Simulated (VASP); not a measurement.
# MgO (P6_3/mmc) in VASP: notebook

Runs on MgO. Level: r2SCAN. Tasks: single point.

All numbers are computed with VASP 6.6.1; they aren't measurements. Logs are shortened: lines on timing, memory, paths and dates and some standing lists are left out, and cuts for length are marked.

### Step 1. The cell of the first run

Symmetry: P6_3/mmc, No. 194, hexagonal system. Conventional cell: a = 3.484 Å, b = 3.484 Å, c = 4.186 Å, α = 90.00°, β = 90.00°, γ = 120.00°. Mg (site symmetry -6m2) has 5 O at 2.01 to 2.09 Å within 2.7 Å. Within 2.7 Å of O (site symmetry -6m2) lie 5 Mg at 2.01 to 2.09 Å.

### Step 2. Single point, r2SCAN

File POSCAR:

```
MgO
1.0
    3.4841042127      0.0000000000      0.0000000000
   -1.7420521064      3.0173227576      0.0000000000
    0.0000000000      0.0000000000      4.1856875957
Mg O
2 2
Direct
    0.6666666667      0.3333333333      0.7500000000
    0.3333333333      0.6666666667      0.2500000000
    0.6666666667      0.3333333333      0.2500000000
    0.3333333333      0.6666666667      0.7500000000
```

File INCAR.step1:

```
SYSTEM = MgO
PREC     = Accurate       ! precision mode
ENCUT    = 520            ! plane-wave cutoff, eV
ISMEAR   = 0              ! smearing method
SIGMA    = 0.02           ! smearing width, eV
LREAL    = .False.        ! projectors in reciprocal space
LASPH    = .True.         ! aspherical terms in the spheres
NELM     = 100            ! most SCF steps
NBANDS   = 16             ! bands
GGA      = PE             ! functional
ALGO     = Normal         ! electronic algorithm
EDIFF    = 1E-4           ! SCF threshold, eV
LWAVE    = .True.         ! write WAVECAR
LCHARG   = .False.        ! write CHGCAR
```

File INCAR.step2:

```
SYSTEM = MgO
PREC     = Accurate       ! precision mode
ENCUT    = 520            ! plane-wave cutoff, eV
EDIFF    = 1E-6           ! SCF threshold, eV
ISMEAR   = 0              ! smearing method
SIGMA    = 0.02           ! smearing width, eV
LREAL    = .False.        ! projectors in reciprocal space
LASPH    = .True.         ! aspherical terms in the spheres
NELM     = 100            ! most SCF steps
ALGO     = Normal         ! electronic algorithm
ISIF     = 2              ! what is computed and relaxed
LWAVE    = .False.        ! write WAVECAR
LCHARG   = .False.        ! write CHGCAR
METAGGA  = R2SCAN         ! meta-GGA
LMIXTAU  = .True.       
NBANDS   = 16             ! bands
ISTART   = 1
```

File KPOINTS:

```
regular mesh
0
Gamma
  6 6 6
  0 0 0
```

Potentials or basis: VASP PAW PBE potentials, release 64 (Mg, O).

The run is started by

```sh
cat potpaw_PBE.64/Mg/POTCAR potpaw_PBE.64/O/POTCAR > POTCAR
cp INCAR.step1 INCAR
mpirun -np 1 vasp_std > vasp.out
cp INCAR.step2 INCAR
mpirun -np 1 vasp_std > vasp.out
```

OUTCAR:

```text
SYSTEM = MgO
   PREC = Accurate
   ENCUT = 520
   EDIFF = 1E-6
   ISMEAR = 0
   LREAL = .False.
   LASPH = .True.
   NELM = 100
   ISIF = 2
   METAGGA = R2SCAN
   ISTART = 1

 ion  position               nearest neighbor table
   1  0.667  0.333  0.750-   4 2.01   4 2.01   4 2.01   3 2.09   3 2.09   2 2.90   2 2.90   2 2.90
                             2 2.90   2 2.90   2 2.90
   2  0.333  0.667  0.250-   3 2.01   3 2.01   3 2.01   4 2.09   4 2.09   1 2.90   1 2.90   1 2.90
                             1 2.90   1 2.90   1 2.90
   3  0.667  0.333  0.250-   2 2.01   2 2.01   2 2.01   1 2.09   1 2.09
   4  0.333  0.667  0.750-   1 2.01   1 2.01   1 2.01   2 2.09   2 2.09

  LATTYP: Found a hexagonal cell.
 ALAT       =     3.4841042127
 C/A-ratio  =     1.2013669340

  Lattice vectors:

 A1 = (   3.4841042127,   0.0000000000,   0.0000000000)
 A2 = (  -1.7420521064,   3.0173227576,   0.0000000000)
 A3 = (   0.0000000000,   0.0000000000,   4.1856875957)

Analysis of symmetry for initial positions (statically):
=====================================================================
 Subroutine PRICEL returns:
 Original cell was already a primitive cell.

 Routine SETGRP: Setting up the symmetry group for a
 hexagonal supercell.

 Subroutine GETGRP returns: Found 24 space group operations
 (whereof 12 operations were pure point group operations)
 out of a pool of 24 trial point group operations.

The static configuration has the point symmetry D_3d.
 The point group associated with its full space group is D_6h.

Analysis of symmetry for dynamics (positions and initial velocities):
=====================================================================
 Subroutine PRICEL returns:
 Original cell was already a primitive cell.

 Routine SETGRP: Setting up the symmetry group for a
 hexagonal supercell.

 Subroutine GETGRP returns: Found 24 space group operations
 (whereof 12 operations were pure point group operations)
 out of a pool of 24 trial point group operations.

The dynamic configuration has the point symmetry D_3d.
 The point group associated with its full space group is D_6h.

 Subroutine INISYM returns: Found 24 space group operations
 (whereof 12 operations are pure point group operations),
 and found     1 'primitive' translations

[... 92 lines left out ...]
   ISPIN  =      1    spin polarized calculation?
   LNONCOLLINEAR =      F non collinear calculations
   LSORBIT =      F    spin-orbit coupling
   LASPH  =      T    aspherical Exc in radial PAW
   ENCUT  =  520.0 eV  38.22 Ry    6.18 a.u.   6.48  6.48  7.78*2*pi/ulx,y,z
   NELM   =    100;   NELMIN=  2; NELMDL=  0     # of ELM steps
   EDIFF  = 0.1E-05   stopping-criterion for ELM
   LREAL  =      F    real-space projection
   EDIFFG = 0.1E-04   stopping-criterion for IOM
   NSW    =      0    number of steps for IOM
   IBRION =     -1    ionic relax: 0-MD 1-quasi-New 2-CG
   NFREE  =      0    steps in history (QN), initial steepest desc. (CG)
   ISIF   =      2    stress and relaxation
   ISYM   =      2    0-nonsym 1-usesym 2-fastsym
   POTIM  = 0.5000    time-step for ionic-motion
   TEBEG  =    0.0;   TEEND  =   0.0 temperature during run
   PSTRESS=    0.0 pullay stress
   NELECT =      16.0000    total number of electrons
   NUPDOWN=      -1.0000    fix difference up-down
   EMIN   =  10.00;   EMAX   =-10.00  energy-range for DOS
   EFERMI =   0.00;   METHOD = LEGACY
   ISMEAR =     0;   SIGMA  =   0.02  broadening in eV -4-tet -1-fermi 0-gaus
   EFERMI_NEDOS =   21; number of points for ismear=-14 and -15
   IALGO  =     38    algorithm
   IMIX   =      4    mixing-type and parameters
     AMIX     =   0.40;   BMIX     =  1.00
     AMIX_MAG =   1.60;   BMIX_MAG =  1.00
  volume/ion in A,a.u.               =      11.00        74.24
  Fermi-wavevector in a.u.,A,eV,Ry     =   1.168481  2.208109 18.576679  1.365347
  Thomas-Fermi vector in A             =   2.304967
   LORBIT       =      0    0 simple, 1 ext, 2 COOP (PROOUT), +10 PAW based schemes
   METAGGA = R2SCAN    functional components
   LHFCALC =     F    Hartree Fock is set to
   AEXX    =    0.0000 exact exchange contribution
   IVDW    =     0    specifies the selected vdW correction
   LEPSILON=     F    determine dielectric tensor
   LRPA    =     F    only Hartree local field effects (RPA)
 non-spin polarized calculation
 Gauss-broadening in eV      SIGMA  =   0.02
  energy-cutoff  :      520.00
  volume of cell :       44.00
 maximum number of plane-waves:      1204
 NGX is ok and might be reduce to    28
   NGX = 13   NGY = 13   NGZ = 15

 number of electron      15.9999998 magnetization

 Free energy of the ion-electron system (eV)
  ---------------------------------------------------
  ext. energy  EPLUGINS =         0.00000000
  ---------------------------------------------------
  free energy    TOTEN  =       -32.06981004 eV

  energy without entropy =      -32.06981004  energy(sigma->0) =      -32.06981004

 E-fermi :   1.6755     XC(G=0): -10.5604

 val. band max:        1.5952409091   @ k =   0.0000   0.0000   0.0000
 cond. band min:       5.6744313700   @ k =   0.0000   0.0000   0.0000
 fundamental gap:      4.0791904610
 Fermi energy:         1.6754532306

 k-point     1 :       0.0000    0.0000    0.0000
  band No.  band energies     occupation
      1     -16.2966      2.00000
      2     -14.9336      2.00000
      3      -2.0858      2.00000
      4      -0.1712      2.00000
      5      -0.1712      2.00000
      6       0.7588      2.00000
[... 433 lines left out ...]
      3      -2.0030      2.00000
      4      -2.0030      2.00000
      5       0.0905      2.00000
      6       0.0905      2.00000
[... 8 lines left out ...]
     15      17.5700      0.00000
     16      17.5700      0.00000

 [... further k-points ...]
[... 5 lines left out ...]
  --------------------------------------------------------------------------------------
  -------------------------------------------------------------------------------------
  Total       -0.1858998     -0.1858998     -0.2719487      0.0000000      0.0000000      0.0000000
  in kB       -6.7687698     -6.7687698     -9.9018830      0.0000000      0.0000000      0.0000000
  external PRESSURE =      -7.8131409 kB  Pullay stress =       0.0000000 kB

 VOLUME and BASIS-vectors are now :
 -----------------------------------------------------------------------------
  energy-cutoff  :      520.00
  volume of cell :       44.00
      direct lattice vectors                 reciprocal lattice vectors
     3.484104213  0.000000000  0.000000000     0.287017821  0.165709816  0.000000000
    -1.742052106  3.017322758  0.000000000     0.000000000  0.331419633  0.000000000
     0.000000000  0.000000000  4.185687596     0.000000000  0.000000000  0.238909373

 POSITION                                       TOTAL-FORCE (eV/Angst)
 -----------------------------------------------------------------------------------
      1.74205      1.00577      3.13927         0.000000     -0.000000      0.000000
     -0.00000      2.01155      1.04642        -0.000000      0.000000      0.000000
      1.74205      1.00577      1.04642        -0.000000      0.000000      0.000000
     -0.00000      2.01155      3.13927        -0.000000      0.000000      0.000000
 -----------------------------------------------------------------------------------
    total drift:                               -0.000000      0.000000     -0.000000

  FREE ENERGIE OF THE ION-ELECTRON SYSTEM (eV)
  ---------------------------------------------------
  free  energy   TOTEN  =       -32.0698100409 eV

  energy  without entropy=      -32.0698100409  energy(sigma->0) =      -32.06981004
```

It took 33 s on 1 thread of Intel Xeon 6975P-C (Granite Rapids), shared host; peak memory 0.17 GiB.

What came out:

```yaml
Free_energy: -32.0698 eV
Pressure: -0.8 GPa
Band_gap_on_the_k_mesh: 4.08 eV, direct
```

Caveat: the PAW data sets were made with another functional, which shifts forces and pressure a little. r2SCAN opens gaps a little over a GGA but as a rule still falls short of measured ones.

### Step 3. Single point, r2SCAN

POSCAR is that of step 2.

File INCAR.step1:

```
SYSTEM = MgO
PREC = Accurate
ENCUT = 520
ISMEAR = 0
SIGMA = 0.05
LREAL = .False.
LASPH = .True.
NELM = 60
NBANDS = 16
GGA = PE
ALGO = Normal
EDIFF = 1E-4
LWAVE = .True.
LCHARG = .False.
```

File INCAR.step2:

```
SYSTEM = MgO
PREC = Accurate
ENCUT = 520
EDIFF = 1E-7
ISMEAR = 0
SIGMA = 0.05
LREAL = .False.
LASPH = .True.
NELM = 60
ALGO = Normal
ISIF = 2
LWAVE = .False.
LCHARG = .True.
METAGGA = R2SCAN
LMIXTAU = .True.
LELF = .True.
LVHAR = .True.
NBANDS = 16
ISTART = 1
```

File KPOINTS:

```
Automatic mesh
0
Gamma
  6 6 6
  0 0 0
```

Potentials or basis: VASP PAW PBE potentials, release 64 (Mg, O).

The run is started by

```sh
cat potpaw_PBE.64/Mg/POTCAR potpaw_PBE.64/O/POTCAR > POTCAR
cp INCAR.step1 INCAR
mpirun -np 1 vasp_std > vasp.out
cp INCAR.step2 INCAR
mpirun -np 1 vasp_std > vasp.out
```

It took 33 s on 1 thread of Intel Xeon 6975P-C (Granite Rapids), shared host; peak memory 0.17 GiB.

It converged, with:

| Item | Value |
| --- | --- |
| Free energy | -32.0698 eV |
| Pressure | -0.8 GPa |
| Band gap on the k mesh | 4.08 eV, direct |

Stress tensor (GPa, compression positive):
```
-0.68  0.00  0.00
 0.00 -0.68  0.00
 0.00  0.00 -0.99
```

Levels at points of the mesh, in eV from the valence-band top:
| k point | band 6 | band 7 | band 8 | band 9 | band 10 | band 11 |
| --- | --- | --- | --- | --- | --- | --- |
| (0.00, 0.00, 0.00) | -0.84 | -0.84 | 0.00 | 4.08 | 10.38 | 13.16 |
| (0.50, 0.00, 0.00) | -1.97 | -1.31 | -0.54 | 7.66 | 10.00 | 10.62 |
| (0.00, 0.00, 0.50) | -1.32 | -1.32 | -1.32 | 7.14 | 7.14 | 13.85 |
| (0.50, 0.00, 0.50) | -1.56 | -0.83 | -0.83 | 8.03 | 8.03 | 13.01 |

Caveat: the PAW data sets were made with another functional, which shifts forces and pressure a little.

### Step 4. Single point, r2SCAN

POSCAR is that of step 3.

File INCAR.step1:

```
SYSTEM = MgO
PREC     = Accurate       ! precision mode
ENCUT    = 520            ! plane-wave cutoff, eV
ISMEAR   = 0              ! smearing method
SIGMA    = 0.05           ! smearing width, eV
LREAL    = .FALSE.        ! projectors in reciprocal space
LASPH    = .TRUE.         ! aspherical terms in the spheres
NELM     = 80             ! most SCF steps
NBANDS   = 16             ! bands
GGA      = PE             ! functional
ALGO     = Normal         ! electronic algorithm
EDIFF    = 1E-4           ! SCF threshold, eV
LWAVE    = .TRUE.         ! write WAVECAR
LCHARG   = .FALSE.        ! write CHGCAR
```

File INCAR.step2:

```
SYSTEM = MgO
PREC     = Accurate       ! precision mode
ENCUT    = 520            ! plane-wave cutoff, eV
EDIFF    = 1E-6           ! SCF threshold, eV
ISMEAR   = 0              ! smearing method
SIGMA    = 0.05           ! smearing width, eV
LREAL    = .FALSE.        ! projectors in reciprocal space
LASPH    = .TRUE.         ! aspherical terms in the spheres
NELM     = 80             ! most SCF steps
ALGO     = Normal         ! electronic algorithm
ISIF     = 2              ! what is computed and relaxed
LWAVE    = .FALSE.        ! write WAVECAR
LCHARG   = .FALSE.        ! write CHGCAR
METAGGA  = R2SCAN         ! meta-GGA
LMIXTAU  = .TRUE.       
NBANDS   = 16             ! bands
ISTART   = 1
```

File KPOINTS:

```
Automatic mesh
0
G
  12 12 6
  0 0 0
```

The run is started by

```sh
cat potpaw_PBE.64/Mg/POTCAR potpaw_PBE.64/O/POTCAR > POTCAR
cp INCAR.step1 INCAR
mpirun -np 1 vasp_std > vasp.out
cp INCAR.step2 INCAR
mpirun -np 1 vasp_std > vasp.out
```

Wall time 70 s (1 thread of Intel Xeon 6975P-C (Granite Rapids), shared host); peak memory 0.2 GiB.

The run converged. Its results:

```yaml
Free_energy: -32.0698 eV
Pressure: -0.8 GPa
Band_gap_on_the_k_mesh: 4.08 eV, direct
```

Stress tensor (GPa, compression positive):
```
-0.68  0.00  0.00
 0.00 -0.68  0.00
 0.00  0.00 -0.99
```

Levels at points of the mesh, in eV from the valence-band top:
```tsv
k point	band 6	band 7	band 8	band 9	band 10	band 11
(0.00, 0.00, 0.00)	-0.84	-0.84	0.00	4.08	10.38	13.16
(0.50, 0.00, 0.00)	-1.97	-1.31	-0.54	7.66	10.00	10.62
(0.00, 0.00, 0.50)	-1.32	-1.32	-1.32	7.14	7.14	13.85
(0.50, 0.00, 0.50)	-1.56	-0.83	-0.83	8.03	8.03	13.01
```

Caveat: the PAW data sets were made with another functional, which shifts forces and pressure a little.

### Step 5. The runs side by side

| k mesh | smearing | gap on the mesh (eV) | pressure (GPa) |
| --- | --- | --- | --- |
| 6 × 6 × 6 | gaussian 0.02 eV | 4.08 | -0.8 |
| 6 × 6 × 6 | gaussian 0.05 eV | 4.08 | -0.8 |
| 12 × 12 × 6 | gaussian 0.05 eV | 4.08 | -0.8 |

Alike in all rows: task single point; level r2SCAN; potentials or basis VASP PAW PBE potentials, release 64 (Mg, O); no spin polarisation; cell as given; cutoff (eV) 520.

On the cell as given the gap runs from 4.08 eV (r2SCAN) to 4.08 eV (r2SCAN); the meshes differ, which moves gaps too.

Caveats: the PAW data sets were made with another functional, which shifts forces and pressure a little.

Absolute energies hang on the potentials; compare differences alone.
